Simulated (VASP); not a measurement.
# ErCl (P-6m2) in VASP: a series of runs

The runs below take ErCl through relaxation of cell and atoms, with PBE.

All numbers are computed with VASP 6.6.1; they aren't measurements. Logs are shortened: lines on timing, memory, paths and dates and some standing lists are left out, and cuts for length are marked.

**1. The cell of the first run**

It takes space group P-6m2 (No. 187, hexagonal). The conventional cell has a = 3.442 Å, b = 3.442 Å, c = 4.345 Å, α = 90.00°, β = 90.00°, γ = 120.00°. Er (site symmetry -6m2) has 6 Cl at 2.94 Å and 6 Er at 3.44 Å within 3.9 Å. Within 3.9 Å of Cl (site symmetry -6m2) lie 6 Er at 2.94 Å and 6 Cl at 3.44 Å.

The cell was built from a structure type or drawn by symmetry, and may not be a known phase.

**2. Relaxation of cell and atoms, PBE**

INCAR

```
SYSTEM = ErCl
PREC = Accurate
ENCUT = 500
EDIFF = 1E-7
ISMEAR = 0
SIGMA = 0.1
LREAL = .False.
LASPH = .True.
NELM = 200
ALGO = Normal
ISIF = 3
LWAVE = .False.
LCHARG = .False.
GGA = PE
IBRION = 2
NSW = 100
EDIFFG = -0.01
GGA_COMPAT = .False.
NELMIN = 4
LMAXMIX = 6
```

KPOINTS

```
regular mesh
0
Gamma
  18 18 14
  0 0 0
```

POSCAR

```
ErCl
1.0
    3.4419924448      0.0000000000      0.0000000000
   -1.7209962224      2.9808528968      0.0000000000
    0.0000000000      0.0000000000      4.3445822907
Er Cl
1 1
Direct
    0.0000000000      0.0000000000      0.5000000000
    0.6666666667      0.3333333333      0.0000000000
```

Potentials or basis: VASP PAW PBE potentials, release 64 (Er_3, Cl), 4f in core.

Launch:

```
$ cat potpaw_PBE.64/Er_3/POTCAR potpaw_PBE.64/Cl/POTCAR > POTCAR
$ mpirun -np 1 vasp_std > vasp.out
```

OUTCAR:

```text
SYSTEM = ErCl
   PREC = Accurate
   ENCUT = 500
   EDIFF = 1E-7
   ISMEAR = 0
   LREAL = .False.
   LASPH = .True.
   NELM = 200
   ISIF = 3
   GGA = PE
   IBRION = 2
   NSW = 100
   EDIFFG = -0.01
   NELMIN = 4

 ion  position               nearest neighbor table
   1  0.000  0.000  0.500-   2 2.94   2 2.94   2 2.94   2 2.94   2 2.94   2 2.94
   2  0.667  0.333  0.000-   1 2.94   1 2.94   1 2.94   1 2.94   1 2.94   1 2.94

  LATTYP: Found a hexagonal cell.
 ALAT       =     3.4419924448
 C/A-ratio  =     1.2622288864

  Lattice vectors:

 A1 = (   3.4419924448,   0.0000000000,   0.0000000000)
 A2 = (  -1.7209962224,   2.9808528968,   0.0000000000)
 A3 = (   0.0000000000,   0.0000000000,   4.3445822907)

Analysis of symmetry for initial positions (statically):
=====================================================================
 Subroutine PRICEL returns:
 Original cell was already a primitive cell.

 Routine SETGRP: Setting up the symmetry group for a
 hexagonal supercell.

 Subroutine GETGRP returns: Found 12 space group operations
 (whereof 12 operations were pure point group operations)
 out of a pool of 24 trial point group operations.

The static configuration has the point symmetry D_3h.

Analysis of symmetry for dynamics (positions and initial velocities):
=====================================================================
 Subroutine PRICEL returns:
 Original cell was already a primitive cell.

 Routine SETGRP: Setting up the symmetry group for a
 hexagonal supercell.

 Subroutine GETGRP returns: Found 12 space group operations
 (whereof 12 operations were pure point group operations)
 out of a pool of 24 trial point group operations.

The dynamic configuration has the point symmetry D_3h.

 Subroutine INISYM returns: Found 12 space group operations
 (whereof 12 operations are pure point group operations),
 and found     1 'primitive' translations

----------------------------------------------------------------------------------------

                                     Primitive cell

  volume of cell :      44.5757

  direct lattice vectors                    reciprocal lattice vectors
     3.441992445  0.000000000  0.000000000     0.290529400  0.167737227  0.000000000
    -1.720996222  2.980852897  0.000000000     0.000000000  0.335474455  0.000000000
     0.000000000  0.000000000  4.344582291     0.000000000  0.000000000  0.230171725

  length of vectors
     3.441992445  3.441992445  4.344582291     0.335474455  0.335474455  0.230171725

  position of ions in fractional coordinates (direct lattice)
     0.000000000  0.000000000  0.500000000
     0.666666667  0.333333333  0.000000000

  ion indices of the primitive-cell ions
   primitive index   ion index
                 1           1
                 2           2

----------------------------------------------------------------------------------------

 KPOINTS: regular mesh

Automatic generation of k-mesh.
 Grid dimensions read from file:
 generate k-points for:   18   18   14

 Generating k-lattice:

  Cartesian coordinates                     Fractional coordinates (reciprocal lattice)
     0.016140522  0.009318735  0.000000000     0.055555556  0.000000000  0.000000000
     0.000000000  0.018637470  0.000000000     0.000000000  0.055555556  0.000000000
     0.000000000  0.000000000  0.016440837     0.000000000  0.000000000  0.071428571

  Length of vectors
     0.018637470  0.018637470  0.016440837

[... 61 lines left out ...]
   POTIM  = 0.5000    time-step for ionic-motion
   TEBEG  =    0.0;   TEEND  =   0.0 temperature during run
   PSTRESS=    0.0 pullay stress
   NELECT =      16.0000    total number of electrons
   NUPDOWN=      -1.0000    fix difference up-down
   EMIN   =  10.00;   EMAX   =-10.00  energy-range for DOS
   EFERMI =   0.00;   METHOD = LEGACY
   ISMEAR =     0;   SIGMA  =   0.10  broadening in eV -4-tet -1-fermi 0-gaus
   EFERMI_NEDOS =   21; number of points for ismear=-14 and -15
   IALGO  =     38    algorithm
   IMIX   =      4    mixing-type and parameters
     AMIX     =   0.40;   BMIX     =  1.00
     AMIX_MAG =   1.60;   BMIX_MAG =  1.00
  volume/ion in A,a.u.               =      22.29       150.41
  Fermi-wavevector in a.u.,A,eV,Ry     =   1.163453  2.198606 18.417142  1.353622
  Thomas-Fermi vector in A             =   2.300002
   LORBIT       =      0    0 simple, 1 ext, 2 COOP (PROOUT), +10 PAW based schemes
   GGA     = PE    functional components
   LHFCALC =     F    Hartree Fock is set to
   AEXX    =    0.0000 exact exchange contribution
   IVDW    =     0    specifies the selected vdW correction
   LEPSILON=     F    determine dielectric tensor
   LRPA    =     F    only Hartree local field effects (RPA)
 conjugate gradient relaxation of ions
 non-spin polarized calculation
 Gauss-broadening in eV      SIGMA  =   0.10
  energy-cutoff  :      500.00
  volume of cell :       44.58
 maximum number of plane-waves:      1150
 NGX is ok and might be reduce to    28
   NGX = 13   NGY = 13   NGZ = 15

--------------------------------------- Ionic step        1  -------------------------------------------

 number of electron      16.0000003 magnetization

 Free energy of the ion-electron system (eV)
  ---------------------------------------------------
  ext. energy  EPLUGINS =         0.00000000
  ---------------------------------------------------
  free energy    TOTEN  =        -8.78266725 eV

  energy without entropy =       -8.78161297  energy(sigma->0) =       -8.78214011

------------------------ aborting loop because EDIFF is reached ----------------------------------------

  FORCE on cell =-STRESS in cart. coord.  units (eV):
  Direction    XX          YY          ZZ          XY          YZ          ZX
  --------------------------------------------------------------------------------------
  -------------------------------------------------------------------------------------
  Total        0.0515541      0.0515541     -0.0092688     -0.0000000      0.0000000      0.0000000
  in kB        1.8530003      1.8530003     -0.3331479     -0.0000000      0.0000000      0.0000000
  external PRESSURE =       1.1242842 kB  Pullay stress =       0.0000000 kB

 VOLUME and BASIS-vectors are now :
 -----------------------------------------------------------------------------
  energy-cutoff  :      500.00
  volume of cell :       44.58
      direct lattice vectors                 reciprocal lattice vectors
     3.441992445  0.000000000  0.000000000     0.290529400  0.167737227  0.000000000
    -1.720996222  2.980852897  0.000000000     0.000000000  0.335474455  0.000000000
     0.000000000  0.000000000  4.344582291     0.000000000  0.000000000  0.230171725

 POSITION                                       TOTAL-FORCE (eV/Angst)
 -----------------------------------------------------------------------------------
      0.00000      0.00000      2.17229        -0.000000     -0.000000      0.000000
      1.72100      0.99362      0.00000         0.000000      0.000000      0.000000
 -----------------------------------------------------------------------------------
    total drift:                               -0.000000      0.000000      0.000000

  FREE ENERGIE OF THE ION-ELECTRON SYSTEM (eV)
  ---------------------------------------------------
  free  energy   TOTEN  =        -8.7826672516 eV

  energy  without entropy=       -8.7816129750  energy(sigma->0) =       -8.78214011

--------------------------------------- Ionic step        2  -------------------------------------------

 number of electron      16.0000003 magnetization

 Free energy of the ion-electron system (eV)
  ---------------------------------------------------
  ext. energy  EPLUGINS =         0.00000000
  ---------------------------------------------------
  free energy    TOTEN  =        -8.78273067 eV

  energy without entropy =       -8.78167433  energy(sigma->0) =       -8.78220250

 E-fermi :   6.1086     XC(G=0): -10.2758

 val. band max:        6.0976669208   @ k =   0.3333   0.3333   0.5000
 cond. band min:       6.1368228294   @ k =   0.2222   0.2222   0.0000
 fundamental gap:      0.0391559086
 Fermi energy:         6.1085506858

 k-point     1 :       0.0000    0.0000    0.0000
  band No.  band energies     occupation
      1     -19.8964      2.00000
      2     -19.1983      2.00000
      3     -19.1983      2.00000
      4     -12.7562      2.00000
      5      -0.7791      2.00000
      6       0.8074      2.00000
      7       0.8074      2.00000
      8       2.6557      2.00000
      9       6.4779      0.00000
     10       8.0370      0.00000
     11       8.0370      0.00000
     12       9.4065      0.00000
[... 331 lines left out ...]
 k-point    24 :       0.3889    0.1111    0.0000
  band No.  band energies     occupation
      1     -19.8014      2.00000
      2     -19.7379      2.00000
      3     -19.3665      2.00000
      4     -11.9935      2.00000
      5      -2.1168      2.00000
      6      -1.0102      2.00000
      7       0.0397      2.00000
      8       4.8252      2.00000
      9       6.9571      0.00000
     10       7.5819      0.00000
     11       8.9356      0.00000
     12       9.1015      0.00000

 [... further k-points ...]

------------------------ aborting loop because EDIFF is reached ----------------------------------------

  FORCE on cell =-STRESS in cart. coord.  units (eV):
  Direction    XX          YY          ZZ          XY          YZ          ZX
  --------------------------------------------------------------------------------------
  -------------------------------------------------------------------------------------
  Total       -0.0015201     -0.0015201     -0.0109806      0.0000000      0.0000000      0.0000000
  in kB       -0.0545144     -0.0545144     -0.3937809      0.0000000      0.0000000      0.0000000
  external PRESSURE =      -0.1676033 kB  Pullay stress =       0.0000000 kB

 VOLUME and BASIS-vectors are now :
 -----------------------------------------------------------------------------
  energy-cutoff  :      500.00
  volume of cell :       44.68
      direct lattice vectors                 reciprocal lattice vectors
     3.446272748  0.000000000  0.000000000     0.290168560  0.167528896  0.000000000
    -1.723136374  2.984559748  0.000000000     0.000000000  0.335057792  0.000000000
     0.000000000  0.000000000  4.343610944     0.000000000  0.000000000  0.230223197

 POSITION                                       TOTAL-FORCE (eV/Angst)
 -----------------------------------------------------------------------------------
      1.72314      2.98456      2.17181        -0.000000     -0.000000      0.000000
      1.72314      0.99485      0.00000         0.000000      0.000000      0.000000
 -----------------------------------------------------------------------------------
    total drift:                               -0.000000      0.000000      0.000000

  FREE ENERGIE OF THE ION-ELECTRON SYSTEM (eV)
  ---------------------------------------------------
  free  energy   TOTEN  =        -8.7827306705 eV

  energy  without entropy=       -8.7816743339  energy(sigma->0) =       -8.78220250

 reached required accuracy - stopping structural energy minimisation
```

It took 3.5 min on 1 thread of Intel Xeon Platinum 8375C at 2.90GHz (Ice Lake), shared host; peak memory 0.3 GiB.

Results:

| Property | Result |
| --- | --- |
| Free energy | -8.7827 eV |
| Relaxed volume | 22.34 Å³/atom |
| Relaxed cell | a = 3.446 Å, b = 3.446 Å, c = 4.344 Å, α = 90.00°, β = 90.00°, γ = 120.00° |
| Space group after relaxing (to 0.1 Å) | P-6m2 (No. 187) |
| Energy gained by relaxing | 0.0 meV/atom |
| Ionic steps | 2 |
| Pressure after relaxing | 0.0 GPa |
| Band gap on the k mesh | zero (bands 8 and 9 overlap by 0.12 eV) |

Final structure:
```
CELL_PARAMETERS angstrom
3.44627 0.00000 0.00000
-1.72314 2.98456 0.00000
0.00000 0.00000 4.34361
ATOMIC_POSITIONS crystal
Er 0.00000 0.00000 0.50000
Cl 0.66667 0.33333 0.00000
```

Levels at points of the mesh, in eV from the Fermi level:
| k point | band 4 | band 5 | band 6 | band 7 | band 8 | band 9 | band 10 | band 11 | band 12 |
| --- | --- | --- | --- | --- | --- | --- | --- | --- | --- |
| (0.00, 0.00, 0.00) | -18.86 | -6.89 | -5.30 | -5.30 | -3.45 | 0.37 | 1.93 | 1.93 | 3.30 |
| (0.50, 0.00, 0.00) | -18.10 | -8.39 | -7.13 | -5.76 | -1.67 | 1.57 | 1.62 | 2.06 | 3.29 |
| (0.00, 0.00, 0.50) | -18.47 | -8.61 | -5.29 | -5.29 | -1.09 | 1.20 | 1.20 | 2.96 | 2.97 |
| (0.50, 0.00, 0.50) | -18.17 | -7.91 | -7.21 | -6.09 | -1.31 | 1.02 | 1.86 | 4.09 | 4.77 |

Caveat: spin-orbit coupling is left out, which moves the levels of the heavy elements; the 4f electrons are frozen in the core, so they carry no moment and show no levels; the run has no spin polarisation, though such a crystal can be magnetic.

**3. Relaxation of cell and atoms, PBE**

INCAR

```
  ALGO = Normal
  EDIFF = 1E-7
  EDIFFG = -0.001
  ENCUT = 500
  GGA = PE
  GGA_COMPAT = F
  IBRION = 2
  ISIF = 3
  ISMEAR = -1
  LASPH = T
  LCHARG = F
  LMAXMIX = 6
  LREAL = F
  LWAVE = F
  NELM = 200
  NELMIN = 4
  NSW = 80
  PREC = Accurate
  SIGMA = 0.15
```

KPOINTS

```
k-points
0
Gamma
  18 18 14
```

POSCAR is that of step 2.

Potentials or basis: VASP PAW PBE potentials, release 64 (Er_3, Cl), 4f in core.

Launch:

```
$ cat potpaw_PBE.64/Er_3/POTCAR potpaw_PBE.64/Cl/POTCAR > POTCAR
$ mpirun -np 1 vasp_std > vasp.out
```

It took 5.1 min on 1 thread of Intel Xeon Platinum 8375C at 2.90GHz (Ice Lake), shared host; peak memory 0.3 GiB.

Results (log left out):

```yaml
Free_energy: -8.7970 eV
Relaxed_volume: 22.36 Å³/atom
Relaxed_cell: a = 3.447 Å, b = 3.447 Å, c = 4.347 Å, α = 90.00°, β = 90.00°, γ = 120.00°
Space_group_after_relaxing_to_0.1_Å: P-6m2 (No. 187)
Energy_gained_by_relaxing: 0.0 meV/atom
Ionic_steps: 3
Pressure_after_relaxing: 0.0 GPa
Band_gap_on_the_k_mesh: zero (bands 8 and 9 overlap by 0.12 eV)
```

Final structure:
```
Er Cl
1.0
     3.44687    0.00000    0.00000
    -1.72344    2.98508    0.00000
     0.00000    0.00000    4.34671
Er Cl
1 1
Direct
  0.00000 0.00000 0.50000
  0.66667 0.33333 0.00000
```

Levels at points of the mesh, in eV from the Fermi level:
```tsv
k point	band 4	band 5	band 6	band 7	band 8	band 9	band 10	band 11	band 12
(0.00, 0.00, 0.00)	-18.85	-6.88	-5.29	-5.29	-3.45	0.38	1.93	1.93	3.30
(0.50, 0.00, 0.00)	-18.09	-8.37	-7.12	-5.75	-1.67	1.57	1.62	2.07	3.29
(0.00, 0.00, 0.50)	-18.46	-8.60	-5.27	-5.27	-1.09	1.21	1.21	2.97	2.98
(0.50, 0.00, 0.50)	-18.16	-7.89	-7.19	-6.07	-1.31	1.02	1.86	4.09	4.77
```

Caveat: spin-orbit coupling is left out, which moves the levels of the heavy elements; the 4f electrons are frozen in the core, so they carry no moment and show no levels; the run has no spin polarisation, though such a crystal can be magnetic.
